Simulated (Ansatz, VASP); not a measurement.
# GaF: VASP beside Ansatz

INCAR

```
  ALGO = Normal
  EDIFF = 1E-6
  ENCUT = 600
  GGA = PE
  GGA_COMPAT = F
  ISIF = 2
  ISMEAR = -1
  LASPH = T
  LCHARG = T
  LELF = T
  LREAL = F
  LVHAR = T
  LWAVE = F
  NBANDS = 17
  NELM = 120
  PREC = Accurate
  SIGMA = 0.05
```

KPOINTS

```
k-points
0
Gamma
  9 9 9
```

Contents of POSCAR:

```
GaF
1.0
    0.0000000000      2.5421322230      2.5421322230
    2.5421322230      0.0000000000      2.5421322230
    2.5421322230      2.5421322230      0.0000000000
Ga F
1 1
Direct
    0.2500000000      0.2500000000      0.2500000000
    0.0000000000      0.0000000000      0.0000000000
```

File input.yaml:

```yaml
crystal:
  lattice:
    - [0.0, 2.542132223, 2.542132223]
    - [2.542132223, 0.0, 2.542132223]
    - [2.542132223, 2.542132223, 0.0]
  atoms:
    - { symbol: Ga, position: [0.25, 0.25, 0.25] }
    - { symbol: F, position: [0.0, 0.0, 0.0] }
kpoints:
  mp_grid: { grid: [9, 9, 9] }
scf:
  occupations: { method: fermi_dirac, width: 0.05 }
hamiltonian:
  xc: pbe
  pseudopotentials: { kind: all_electron, lapw: { basis_error: 0.0005 } }
output:
  forces: true
  stress: true
  eigenvalues: true
```

Change from the starting cell: volume scaled by 0.96.

Alike in both runs: task single point; functional PBE; k mesh 9 × 9 × 9; occupations fermi-dirac, width 0.05 eV; no spin polarisation.

|  | VASP | Ansatz |
| --- | --- | --- |
| version | VASP 6.6.1 | Ansatz 0.2.0 |
| potentials or method | VASP PAW PBE potentials, release 64 (Ga_d, F), cutoff 600 eV | all-electron LAPW, scalar-relativistic |

|  | VASP | Ansatz | Ansatz less VASP |
| --- | --- | --- | --- |
| gap on the k mesh at the Fermi level (eV) | 0.77 | 0.77 | +0.001 |
| least direct gap on the mesh (eV) | 0.77 | 0.77 | +0.001 |
| pressure (GPa) | 17.8 | 17.9 | +0.02 |

Ansatz ran all-electron here, and VASP with PAW potentials.
